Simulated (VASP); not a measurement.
# Ta2C (P-3m1) in VASP: further runs, part 2 of 2

VASP 6.6.1. The steps go on from the part before.

## (3) Single point, LDA

Contents of INCAR:

```
SYSTEM = Ta2C
  PREC = Accurate
  ENCUT = 600
  EDIFF = 1E-6
  ISMEAR = 1
  SIGMA = 0.05
  LREAL = .False.
  LASPH = .True.
  NELM = 120
  ALGO = Normal
  ISIF = 2
  LWAVE = .False.
  LCHARG = .True.
  GGA = CA
  LELF = .True.
  LVHAR = .True.
  NBANDS = 22
  GGA_COMPAT = .False.
```

Contents of KPOINTS:

```
regular mesh
0
Gamma
  5 5 3
  0 0 0
```

Contents of POSCAR:

```
Ta2C
1.0
    3.1059000000      0.0000000000      0.0000000000
   -1.5529500000      2.6897900000      0.0000000000
    0.0000000000      0.0000000000      4.9464000000
Ta C
2 1
Direct
    0.3333333333      0.6666666667      0.2520100000
    0.6666666667      0.3333333333      0.7479900000
    0.0000000000      0.0000000000      0.0000000000
```

Potentials or basis: VASP PAW LDA potentials, release 64 (Ta_sv_GW, C).

The run is started by

```sh
$ cat potpaw_LDA.64/Ta_sv_GW/POTCAR potpaw_LDA.64/C/POTCAR > POTCAR
$ mpirun -np 1 vasp_std > vasp.out
```

OUTCAR:

```text
SYSTEM = Ta2C
   PREC = Accurate
   ENCUT = 600
   EDIFF = 1E-6
   ISMEAR = 1
   LREAL = .False.
   LASPH = .True.
   NELM = 120
   ISIF = 2
   GGA = CA

 ion  position               nearest neighbor table
   1  0.333  0.667  0.252-   3 2.18   3 2.18   3 2.18   2 3.04   2 3.04   2 3.04   2 3.07   2 3.07
                             2 3.07
   2  0.667  0.333  0.748-   3 2.18   3 2.18   3 2.18   1 3.04   1 3.04   1 3.04   1 3.07   1 3.07
                             1 3.07
   3  0.000  0.000  0.000-   1 2.18   2 2.18   2 2.18   1 2.18   2 2.18   1 2.18

  LATTYP: Found a hexagonal cell.
 ALAT       =     3.1059000000
 C/A-ratio  =     1.5925818603

  Lattice vectors:

 A1 = (   3.1059000000,   0.0000000000,   0.0000000000)
 A2 = (  -1.5529500000,   2.6897900000,   0.0000000000)
 A3 = (   0.0000000000,   0.0000000000,   4.9464000000)

Analysis of symmetry for initial positions (statically):
=====================================================================
 Subroutine PRICEL returns:
 Original cell was already a primitive cell.

 Routine SETGRP: Setting up the symmetry group for a
 hexagonal supercell.

 Subroutine GETGRP returns: Found 12 space group operations
 (whereof 12 operations were pure point group operations)
 out of a pool of 24 trial point group operations.

The static configuration has the point symmetry D_3d.

Analysis of symmetry for dynamics (positions and initial velocities):
=====================================================================
 Subroutine PRICEL returns:
 Original cell was already a primitive cell.

 Routine SETGRP: Setting up the symmetry group for a
 hexagonal supercell.

 Subroutine GETGRP returns: Found 12 space group operations
 (whereof 12 operations were pure point group operations)
 out of a pool of 24 trial point group operations.

The dynamic configuration has the point symmetry D_3d.

 Subroutine INISYM returns: Found 12 space group operations
 (whereof 12 operations are pure point group operations),
 and found     1 'primitive' translations

----------------------------------------------------------------------------------------

                                     Primitive cell

  volume of cell :      41.3233

  direct lattice vectors                    reciprocal lattice vectors
     3.105900000  0.000000000  0.000000000     0.321967868  0.185888118  0.000000000
    -1.552950000  2.689790000  0.000000000     0.000000000  0.371776235  0.000000000
     0.000000000  0.000000000  4.946400000     0.000000000  0.000000000  0.202167233

  length of vectors
     3.105900000  3.105901471  4.946400000     0.371776411  0.371776235  0.202167233

  position of ions in fractional coordinates (direct lattice)
     0.333333333  0.666666667  0.252010000
     0.666666667  0.333333333  0.747990000
     0.000000000  0.000000000  0.000000000

  ion indices of the primitive-cell ions
   primitive index   ion index
                 1           1
                 2           2
                 3           3

----------------------------------------------------------------------------------------

 KPOINTS: regular mesh

Automatic generation of k-mesh.
 Grid dimensions read from file:
 generate k-points for:    5    5    3

 Generating k-lattice:

  Cartesian coordinates                     Fractional coordinates (reciprocal lattice)
     0.064393574  0.037177624  0.000000000     0.200000000 -0.000000000  0.000000000
     0.000000000  0.074355247  0.000000000     0.000000000  0.200000000  0.000000000
     0.000000000  0.000000000  0.067389078     0.000000000  0.000000000  0.333333333

  Length of vectors
     0.074355282  0.074355247  0.067389078

  Shift w.r.t. Gamma in fractional coordinates (k-lattice)
     0.000000000  0.000000000  0.000000000

 Subroutine IBZKPT returns following result:
 ===========================================

 Found     12 irreducible k-points:

 Following reciprocal coordinates:
            Coordinates               Weight
  0.000000  0.000000  0.000000      1.000000
  0.200000 -0.000000  0.000000      6.000000
  0.400000  0.000000  0.000000      6.000000
  0.200000  0.200000  0.000000      6.000000
  0.400000  0.200000  0.000000      6.000000
  0.000000  0.000000  0.333333      2.000000
  0.200000 -0.000000  0.333333      6.000000
  0.000000  0.200000  0.333333      6.000000
  0.400000  0.000000  0.333333      6.000000
  0.000000  0.400000  0.333333      6.000000
  0.200000  0.200000  0.333333     12.000000
  0.400000  0.200000  0.333333     12.000000
   k-points           NKPTS =     12   k-points in BZ     NKDIM =     12   number of bands    NBANDS=     22
   number of dos      NEDOS =    301   number of ions     NIONS =      3
   total plane-waves  NPLWV =  31360
   dimension x,y,z NGX =    28 NGY =   28 NGZ =   40
   dimension x,y,z NGXF=    56 NGYF=   56 NGZF=   80
   ions per type =               2   1
   NGX,Y,Z   is equivalent  to a cutoff of  14.99, 14.99, 13.44 a.u.
   NGXF,Y,Z  is equivalent  to a cutoff of  29.97, 29.97, 26.89 a.u.
 SYSTEM =  Ta2C
   PREC   = accura    normal or accurate (medium, high low for compatibility)
   ISTART =      0    job   : 0-new  1-cont  2-samecut
   ICHARG =      2    charge: 1-file 2-atom 10-const
   ISPIN  =      1    spin polarized calculation?
   LNONCOLLINEAR =      F non collinear calculations
   LSORBIT =      F    spin-orbit coupling
   LASPH  =      T    aspherical Exc in radial PAW
   ENCUT  =  600.0 eV  44.10 Ry    6.64 a.u.   6.20  6.20  9.88*2*pi/ulx,y,z
   NELM   =    120;   NELMIN=  2; NELMDL= -5     # of ELM steps
   EDIFF  = 0.1E-05   stopping-criterion for ELM
   LREAL  =      F    real-space projection
   EDIFFG = 0.1E-04   stopping-criterion for IOM
   NSW    =      0    number of steps for IOM
   IBRION =     -1    ionic relax: 0-MD 1-quasi-New 2-CG
   NFREE  =      0    steps in history (QN), initial steepest desc. (CG)
   ISIF   =      2    stress and relaxation
   ISYM   =      2    0-nonsym 1-usesym 2-fastsym
   POTIM  = 0.5000    time-step for ionic-motion
   TEBEG  =    0.0;   TEEND  =   0.0 temperature during run
   PSTRESS=    0.0 pullay stress
   NELECT =      30.0000    total number of electrons
   NUPDOWN=      -1.0000    fix difference up-down
   EMIN   =  10.00;   EMAX   =-10.00  energy-range for DOS
   EFERMI =   0.00;   METHOD = LEGACY
   ISMEAR =     1;   SIGMA  =   0.05  broadening in eV -4-tet -1-fermi 0-gaus
   EFERMI_NEDOS =   21; number of points for ismear=-14 and -15
   IALGO  =     38    algorithm
   IMIX   =      4    mixing-type and parameters
     AMIX     =   0.40;   BMIX     =  1.00
     AMIX_MAG =   1.60;   BMIX_MAG =  1.00
  volume/ion in A,a.u.               =      13.77        92.95
  Fermi-wavevector in a.u.,A,eV,Ry     =   1.471353  2.780454 29.454977  2.164880
  Thomas-Fermi vector in A             =   2.586499
   LORBIT       =      0    0 simple, 1 ext, 2 COOP (PROOUT), +10 PAW based schemes
   GGA     = CA    functional components
   LHFCALC =     F    Hartree Fock is set to
   AEXX    =    0.0000 exact exchange contribution
   IVDW    =     0    specifies the selected vdW correction
   LEPSILON=     F    determine dielectric tensor
   LRPA    =     F    only Hartree local field effects (RPA)
 non-spin polarized calculation
 Methfessel and Paxton  Order N= 1 SIGMA  =   0.05
  energy-cutoff  :      600.00
  volume of cell :       41.32
 maximum number of plane-waves:      1387
 NGX is ok and might be reduce to    28
   NGX = 13   NGY = 13   NGZ = 19

 number of electron      30.0000001 magnetization

 Free energy of the ion-electron system (eV)
  ---------------------------------------------------
  ext. energy  EPLUGINS =         0.00000000
  ---------------------------------------------------
  free energy    TOTEN  =       -42.70706824 eV

  energy without entropy =      -42.70734486  energy(sigma->0) =      -42.70716044

 E-fermi :  10.5331     XC(G=0): -13.3504

 val. band max:       10.4889195331   @ k =   0.0000   0.0000   0.3333
 cond. band min:      10.5905612801   @ k =   0.0000   0.0000   0.0000
 fundamental gap:      0.1016417470
 Fermi energy:        10.5331376272

 k-point     1 :       0.0000    0.0000    0.0000
  band No.  band energies     occupation
      1     -56.8650      2.00000
      2     -56.7959      2.00000
      3     -24.0364      2.00000
      4     -23.3353      2.00000
      5     -23.3353      2.00000
      6     -23.2229      2.00000
[... 274 lines left out ...]
      6     -23.5380      2.00000
[... 14 lines left out ...]
     21      17.0210      0.00000
     22      17.8259      0.00000

------------------------ aborting loop because EDIFF is reached ----------------------------------------

  FORCE on cell =-STRESS in cart. coord.  units (eV):
  Direction    XX          YY          ZZ          XY          YZ          ZX
  --------------------------------------------------------------------------------------
  -------------------------------------------------------------------------------------
  Total       -1.8653090     -1.8653114     -2.3153566      0.0000000      0.0000000      0.0000000
  in kB      -72.3213121    -72.3214034    -89.7704488      0.0000000      0.0000000      0.0000000
  external PRESSURE =     -78.1377214 kB  Pullay stress =       0.0000000 kB

 VOLUME and BASIS-vectors are now :
 -----------------------------------------------------------------------------
  energy-cutoff  :      600.00
  volume of cell :       41.32
      direct lattice vectors                 reciprocal lattice vectors
     3.105900000  0.000000000  0.000000000     0.321967868  0.185888118  0.000000000
    -1.552950000  2.689790000  0.000000000     0.000000000  0.371776235  0.000000000
     0.000000000  0.000000000  4.946400000     0.000000000  0.000000000  0.202167233

 POSITION                                       TOTAL-FORCE (eV/Angst)
 -----------------------------------------------------------------------------------
     -0.00000      1.79319      1.24654         0.000000     -0.000000      0.176462
      1.55295      0.89660      3.69986        -0.000000      0.000000     -0.176462
      0.00000      0.00000      0.00000         0.000000      0.000000      0.000000
 -----------------------------------------------------------------------------------
    total drift:                                0.000000     -0.000000      0.000000

  FREE ENERGIE OF THE ION-ELECTRON SYSTEM (eV)
  ---------------------------------------------------
  free  energy   TOTEN  =       -42.7070682364 eV

  energy  without entropy=      -42.7073448584  energy(sigma->0) =      -42.70716044
```

stdout:

```text
POSCAR found type information on POSCAR TaC
 POSCAR found :  2 types and       3 ions
 scaLAPACK will be used
 LDA part: xc-table for (Slater(with rela. corr.)+CA(PZ))
 , standard interpolation
 POSCAR, INCAR and KPOINTS ok, starting setup
 FFT: planning ... GRIDC
 FFT: planning ... GRID_SOFT
 FFT: planning ... GRID
 WAVECAR not read
 entering main loop
```

Wall time 9.2 s (1 thread of Intel Xeon 6975P-C (Granite Rapids), shared host); peak memory 0.16 GiB.

Results:

```
Free energy            : -42.7071 eV
Pressure               : -7.8 GPa
Largest force          : 0.176 eV/Å
Band gap on the k mesh : zero (band 15 reaches 11.12 eV, above the bottom of band 16 at 10.49 eV)
```

Forces in eV/Å, atoms in the order of the input:
```
Ta   0.000  0.000  0.176
Ta   0.000  0.000 -0.176
C    0.000  0.000  0.000
```

Levels at points of the mesh, in eV from the Fermi level:
```
           k point  band 12  band 13  band 14  band 15  band 16  band 17  band 18  band 19
(0.00, 0.00, 0.00)    -3.49    -2.76     0.06     0.58     0.58     1.20     1.20     2.44
```

Caveat: the k points lie up to 0.47 Å⁻¹ apart; spin-orbit coupling is left out, which moves the levels of the heavy elements.
